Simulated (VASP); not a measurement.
# Cd (Im-3m) in VASP: notebook

The runs below take Cd through single point, with LDA.

All numbers are computed with VASP 6.6.1; they aren't measurements. Logs are shortened: lines on timing, memory, paths and dates and some standing lists are left out, and cuts for length are marked.

**1. The cell of the first run**

The structure is cubic, space group Im-3m (No. 229). The conventional cell has a = 3.310 Å, b = 3.310 Å, c = 3.310 Å, α = 90.00°, β = 90.00°, γ = 90.00°. Cd (site symmetry m-3m) has 14 Cd at 2.87 to 3.31 Å within 3.8 Å.

This isn't the form of Cd at room conditions, which is hcp.

**2. Single point, LDA**

Contents of INCAR:

```
SYSTEM = Cd
PREC = Accurate
ENCUT = 500
EDIFF = 1E-6
ISMEAR = 0
SIGMA = 0.05
LREAL = .FALSE.
LASPH = .TRUE.
NELM = 120
ALGO = Normal
ISIF = 2
LWAVE = .FALSE.
LCHARG = .FALSE.
GGA = CA
NBANDS = 12
GGA_COMPAT = .FALSE.
```

Contents of KPOINTS:

```
regular mesh
0
G
  19 19 19
  0 0 0
```

Contents of POSCAR:

```
Cd
1.0
   -1.6550682557      1.6550682557      1.6550682557
    1.6550682557     -1.6550682557      1.6550682557
    1.6550682557      1.6550682557     -1.6550682557
Cd
1
Direct
    0.0000000000      0.0000000000      0.0000000000
```

Potentials or basis: VASP PAW LDA potentials, release 64 (Cd).

Command:

```bash
> cat potpaw_LDA.64/Cd/POTCAR > POTCAR
> mpirun -np 1 vasp_std > vasp.out
```

OUTCAR:

```text
SYSTEM = Cd
   PREC = Accurate
   ENCUT = 500
   EDIFF = 1E-6
   ISMEAR = 0
   LREAL = .FALSE.
   LASPH = .TRUE.
   NELM = 120
   ISIF = 2
   GGA = CA

 ion  position               nearest neighbor table
   1  0.000  0.000  0.000-

  LATTYP: Found a body centered cubic cell.
 ALAT       =     3.3101365114

  Lattice vectors:

 A1 = (  -1.6550682557,   1.6550682557,   1.6550682557)
 A2 = (   1.6550682557,  -1.6550682557,   1.6550682557)
 A3 = (   1.6550682557,   1.6550682557,  -1.6550682557)

Analysis of symmetry for initial positions (statically):
=====================================================================
 Subroutine PRICEL returns:
 Original cell was already a primitive cell.

 Routine SETGRP: Setting up the symmetry group for a
 body centered cubic supercell.

 Subroutine GETGRP returns: Found 48 space group operations
 (whereof 48 operations were pure point group operations)
 out of a pool of 48 trial point group operations.

The static configuration has the point symmetry O_h .

Analysis of symmetry for dynamics (positions and initial velocities):
=====================================================================
 Subroutine PRICEL returns:
 Original cell was already a primitive cell.

 Routine SETGRP: Setting up the symmetry group for a
 body centered cubic supercell.

 Subroutine GETGRP returns: Found 48 space group operations
 (whereof 48 operations were pure point group operations)
 out of a pool of 48 trial point group operations.

The dynamic configuration has the point symmetry O_h .

 Subroutine INISYM returns: Found 48 space group operations
 (whereof 48 operations are pure point group operations),
 and found     1 'primitive' translations

----------------------------------------------------------------------------------------

                                     Primitive cell

  volume of cell :      18.1346

  direct lattice vectors                    reciprocal lattice vectors
    -1.655068256  1.655068256  1.655068256     0.000000000  0.302102344  0.302102344
     1.655068256 -1.655068256  1.655068256     0.302102344  0.000000000  0.302102344
     1.655068256  1.655068256 -1.655068256     0.302102344  0.302102344  0.000000000

  length of vectors
     2.866662309  2.866662309  2.866662309     0.427237233  0.427237233  0.427237233

  position of ions in fractional coordinates (direct lattice)
     0.000000000  0.000000000  0.000000000

  ion indices of the primitive-cell ions
   primitive index   ion index
                 1           1

----------------------------------------------------------------------------------------

 KPOINTS: regular mesh

Automatic generation of k-mesh.
 Grid dimensions read from file:
 generate k-points for:   19   19   19

 Generating k-lattice:

  Cartesian coordinates                     Fractional coordinates (reciprocal lattice)
     0.000000000  0.015900123  0.015900123     0.052631579  0.000000000  0.000000000
     0.015900123  0.000000000  0.015900123     0.000000000  0.052631579  0.000000000
     0.015900123  0.015900123  0.000000000     0.000000000  0.000000000  0.052631579

  Length of vectors
     0.022486170  0.022486170  0.022486170

  Shift w.r.t. Gamma in fractional coordinates (k-lattice)
     0.000000000  0.000000000  0.000000000

 Subroutine IBZKPT returns following result:
 ===========================================

 Found    220 irreducible k-points:

 Following reciprocal coordinates:
            Coordinates               Weight
  0.000000  0.000000  0.000000      1.000000
  0.052632  0.000000  0.000000     12.000000
  0.105263  0.000000  0.000000     12.000000
  0.157895  0.000000  0.000000     12.000000
  0.210526  0.000000  0.000000     12.000000
  0.263158  0.000000  0.000000     12.000000
[... 16 lines left out ...]
  0.263158  0.105263  0.000000     48.000000
  0.315789  0.105263  0.000000     48.000000
 [... further k-points ...]
   k-points           NKPTS =    220   k-points in BZ     NKDIM =    220   number of bands    NBANDS=     12
   number of dos      NEDOS =    301   number of ions     NIONS =      1
   total plane-waves  NPLWV =  13824
   dimension x,y,z NGX =    24 NGY =   24 NGZ =   24
   dimension x,y,z NGXF=    48 NGYF=   48 NGZF=   48
   ions per type =               1
   NGX,Y,Z   is equivalent  to a cutoff of  13.92, 13.92, 13.92 a.u.
   NGXF,Y,Z  is equivalent  to a cutoff of  27.84, 27.84, 27.84 a.u.
 SYSTEM =  Cd
   PREC   = accura    normal or accurate (medium, high low for compatibility)
   ISTART =      0    job   : 0-new  1-cont  2-samecut
   ICHARG =      2    charge: 1-file 2-atom 10-const
   ISPIN  =      1    spin polarized calculation?
   LNONCOLLINEAR =      F non collinear calculations
   LSORBIT =      F    spin-orbit coupling
   LASPH  =      T    aspherical Exc in radial PAW
   ENCUT  =  500.0 eV  36.75 Ry    6.06 a.u.   5.23  5.23  5.23*2*pi/ulx,y,z
   NELM   =    120;   NELMIN=  2; NELMDL= -5     # of ELM steps
   EDIFF  = 0.1E-05   stopping-criterion for ELM
   LREAL  =      F    real-space projection
   EDIFFG = 0.1E-04   stopping-criterion for IOM
   NSW    =      0    number of steps for IOM
   IBRION =     -1    ionic relax: 0-MD 1-quasi-New 2-CG
   NFREE  =      0    steps in history (QN), initial steepest desc. (CG)
   ISIF   =      2    stress and relaxation
   ISYM   =      2    0-nonsym 1-usesym 2-fastsym
   POTIM  = 0.5000    time-step for ionic-motion
   TEBEG  =    0.0;   TEEND  =   0.0 temperature during run
   PSTRESS=    0.0 pullay stress
   NELECT =      12.0000    total number of electrons
   NUPDOWN=      -1.0000    fix difference up-down
   EMIN   =  10.00;   EMAX   =-10.00  energy-range for DOS
   EFERMI =   0.00;   METHOD = LEGACY
   ISMEAR =     0;   SIGMA  =   0.05  broadening in eV -4-tet -1-fermi 0-gaus
   EFERMI_NEDOS =   21; number of points for ismear=-14 and -15
   IALGO  =     38    algorithm
   IMIX   =      4    mixing-type and parameters
     AMIX     =   0.40;   BMIX     =  1.00
     AMIX_MAG =   1.60;   BMIX_MAG =  1.00
  volume/ion in A,a.u.               =      18.13       122.38
  Fermi-wavevector in a.u.,A,eV,Ry     =   1.426591  2.695865 27.690041  2.035161
  Thomas-Fermi vector in A             =   2.546851
   LORBIT       =      0    0 simple, 1 ext, 2 COOP (PROOUT), +10 PAW based schemes
   GGA     = CA    functional components
   LHFCALC =     F    Hartree Fock is set to
   AEXX    =    0.0000 exact exchange contribution
   IVDW    =     0    specifies the selected vdW correction
   LEPSILON=     F    determine dielectric tensor
   LRPA    =     F    only Hartree local field effects (RPA)
 non-spin polarized calculation
 Gauss-broadening in eV      SIGMA  =   0.05
  energy-cutoff  :      500.00
  volume of cell :       18.13
 maximum number of plane-waves:       473
 NGX is ok and might be reduce to    24
   NGX = 11   NGY = 11   NGZ = 11

 number of electron      11.9999998 magnetization

 Free energy of the ion-electron system (eV)
  ---------------------------------------------------
  ext. energy  EPLUGINS =         0.00000000
  ---------------------------------------------------
  free energy    TOTEN  =        -1.36744223 eV

  energy without entropy =       -1.36696256  energy(sigma->0) =       -1.36720240

 E-fermi :   4.4356     XC(G=0): -12.3419

 val. band max:        4.4333640419   @ k =  -0.4211  -0.4211   0.1053
 cond. band min:       4.4393573905   @ k =  -0.4737   0.4737   0.1579
 fundamental gap:      0.0059933486
 Fermi energy:         4.4355946107

 k-point     1 :       0.0000    0.0000    0.0000
  band No.  band energies     occupation
      1      -6.2101      2.00000
      2      -5.6869      2.00000
      3      -5.6869      2.00000
      4      -5.6869      2.00000
      5      -4.7306      2.00000
      6      -4.7306      2.00000
      7      20.6182      0.00000
      8      20.6182      0.00000
      9      20.6182      0.00000
     10      23.3299      0.00000
     11      23.3299      0.00000
     12      23.3299      0.00000

 k-point     2 :       0.0526    0.0000    0.0000
  band No.  band energies     occupation
      1      -6.1261      2.00000
      2      -5.7010      2.00000
      3      -5.6796      2.00000
      4      -5.6485      2.00000
      5      -4.7456      2.00000
      6      -4.7298      2.00000
      7      20.0453      0.00000
      8      20.5004      0.00000
      9      20.5718      0.00000
     10      22.4776      0.00000
     11      22.6841      0.00000
     12      22.6998      0.00000

 k-point     3 :       0.1053    0.0000    0.0000
  band No.  band energies     occupation
      1      -5.9326      2.00000
      2      -5.7418      2.00000
      3      -5.6052      2.00000
      4      -5.5361      2.00000
      5      -4.7821      2.00000
      6      -4.7274      2.00000
      7      18.3580      0.00000
      8      19.9221      0.00000
      9      20.4499      0.00000
     10      21.4243      0.00000
     11      21.6946      0.00000
     12      22.3212      0.00000
[... 286 lines left out ...]
 k-point    23 :       0.2632    0.1053    0.0000
  band No.  band energies     occupation
      1      -6.1063      2.00000
      2      -5.9718      2.00000
      3      -4.8940      2.00000
      4      -4.8642      2.00000
      5      -4.6367      2.00000
      6      -2.2705      2.00000
      7       9.6171      0.00000
      8      13.8550      0.00000
      9      16.1703      0.00000
     10      20.5503      0.00000
     11      23.1599      0.00000
     12      24.1526      0.00000

 k-point    24 :       0.3158    0.1053    0.0000
  band No.  band energies     occupation
      1      -6.2079      2.00000
      2      -6.0482      2.00000
      3      -4.8605      2.00000
      4      -4.7705      2.00000
      5      -4.4878      2.00000
      6      -1.0933      2.00000
      7       7.5632      0.00000
      8      13.2722      0.00000
      9      15.5449      0.00000
     10      20.4672      0.00000
     11      23.0264      0.00000
     12      24.9651      0.00000

 [... further k-points ...]
[... 5 lines left out ...]
  --------------------------------------------------------------------------------------
  -------------------------------------------------------------------------------------
  Total        1.2487098      1.2487098      1.2487098      0.0000000     -0.0000000      0.0000000
  in kB      110.3225721    110.3225721    110.3225721      0.0000000     -0.0000000      0.0000000
  external PRESSURE =     110.3225721 kB  Pullay stress =       0.0000000 kB

 VOLUME and BASIS-vectors are now :
 -----------------------------------------------------------------------------
  energy-cutoff  :      500.00
  volume of cell :       18.13
      direct lattice vectors                 reciprocal lattice vectors
    -1.655068256  1.655068256  1.655068256     0.000000000  0.302102344  0.302102344
     1.655068256 -1.655068256  1.655068256     0.302102344  0.000000000  0.302102344
     1.655068256  1.655068256 -1.655068256     0.302102344  0.302102344  0.000000000

 POSITION                                       TOTAL-FORCE (eV/Angst)
 -----------------------------------------------------------------------------------
      0.00000      0.00000      0.00000         0.000000      0.000000      0.000000
 -----------------------------------------------------------------------------------
    total drift:                                0.000000      0.000000      0.000000

  FREE ENERGIE OF THE ION-ELECTRON SYSTEM (eV)
  ---------------------------------------------------
  free  energy   TOTEN  =        -1.3674422328 eV

  energy  without entropy=       -1.3669625592  energy(sigma->0) =       -1.36720240
```

Run time: 12 s. Hardware: 1 thread of Intel Xeon 6975P-C (Granite Rapids), shared host; peak memory 0.16 GiB.

What came out:

* Free energy: -1.3674 eV
* Pressure: 11.0 GPa
* Band gap on the k mesh: zero (bands 6 and 7 overlap by 3.70 eV)

Levels at points of the mesh, in eV from the Fermi level:
```csv
k point,band 3,band 4,band 5,band 6,band 7,band 8,band 9,band 10
"(0.00, 0.00, 0.00)",-10.12,-10.12,-9.17,-9.17,16.18,16.18,16.18,18.89
```

Caveat: the cell stands under pressure.

**3. Single point, LDA**

This run uses another cell than the first one, of 19.04 Å³/atom.

Contents of INCAR:

```
  PREC = Accurate
  ENCUT = 500
  EDIFF = 1E-6
  ISMEAR = 0
  SIGMA = 0.05
  LREAL = False
  LASPH = True
  NELM = 120
  ALGO = Normal
  ISIF = 2
  LWAVE = False
  LCHARG = False
  NBANDS = 12
  GGA_COMPAT = False
```

Contents of KPOINTS:

```
Automatic mesh
0
Gamma
  19 19 19
```

Contents of POSCAR:

```
Cd
1.0
   -1.6820428408      1.6820428408      1.6820428408
    1.6820428408     -1.6820428408      1.6820428408
    1.6820428408      1.6820428408     -1.6820428408
Cd
1
Direct
    0.0000000000      0.0000000000      0.0000000000
```

Potentials or basis: VASP PAW LDA potentials, release 64 (Cd).

Command:

```bash
> cat potpaw_LDA.64/Cd/POTCAR > POTCAR
> mpirun -np 1 vasp_std > vasp.out
```

It took 12 s on 1 thread of Intel Xeon 6975P-C (Granite Rapids), shared host; peak memory 0.16 GiB.

Results (log left out):

| Item | Value |
| --- | --- |
| Free energy | -1.4140 eV |
| Pressure | 5.8 GPa |
| Band gap on the k mesh | zero (bands 6 and 7 overlap by 3.74 eV) |

Levels at points of the mesh, in eV from the Fermi level:
| k point | band 3 | band 4 | band 5 | band 6 | band 7 | band 8 | band 9 | band 10 |
| --- | --- | --- | --- | --- | --- | --- | --- | --- |
| (0.00, 0.00, 0.00) | -9.85 | -9.85 | -8.98 | -8.98 | 16.05 | 16.05 | 16.05 | 18.17 |

Caveat: the cell stands under pressure.

**4. Single point, LDA**

This run uses another cell than the first one, of 20.30 Å³/atom.

Contents of INCAR:

```
SYSTEM = Cd
PREC = Accurate
ENCUT = 500
EDIFF = 1E-6
ISMEAR = 0
SIGMA = 0.05
LREAL = .False.
LASPH = .True.
NELM = 120
ALGO = Normal
ISIF = 2
LWAVE = .False.
LCHARG = .False.
GGA = CA
NBANDS = 12
GGA_COMPAT = .False.
```

Contents of KPOINTS:

```
regular mesh
0
Gamma
  19 19 19
  0 0 0
```

Contents of POSCAR:

```
Cd
1.0
   -1.7185501374      1.7185501374      1.7185501374
    1.7185501374     -1.7185501374      1.7185501374
    1.7185501374      1.7185501374     -1.7185501374
Cd
1
Direct
    0.0000000000      0.0000000000      0.0000000000
```

Command:

```bash
> cat potpaw_LDA.64/Cd/POTCAR > POTCAR
> mpirun -np 1 vasp_std > vasp.out
```

Run time: 12 s. Hardware: 1 thread of Intel Xeon 6975P-C (Granite Rapids), shared host; peak memory 0.16 GiB.

The run converged. Its results:

```
Free energy            : -1.4379 eV
Pressure               : 0.6 GPa
Band gap on the k mesh : zero (bands 6 and 7 overlap by 3.79 eV)
```

Levels at points of the mesh, in eV from the Fermi level:
```
           k point  band 4  band 5  band 6  band 7  band 8  band 9
(0.00, 0.00, 0.00)   -9.54   -8.78   -8.78   15.84   15.84   15.84
```

**5. Overview**

```csv
cell,gap on the mesh (eV),pressure (GPa)
"a = 2.867 Å, angles 109.5°, 1 atom",none,11.0
"a = 2.913 Å, angles 109.5°, 1 atom",none,5.8
"a = 2.977 Å, angles 109.5°, 1 atom",none,0.6
```

Alike in all rows: task single point; level LDA; potentials or basis VASP PAW LDA potentials, release 64 (Cd); no spin polarisation; k mesh 19 × 19 × 19; cutoff (eV) 500; smearing gaussian 0.05 eV.

Caveats: the cell stands under pressure (at least some runs).

Total energies depend on the potentials used, so only differences within one code and one set of settings carry meaning.
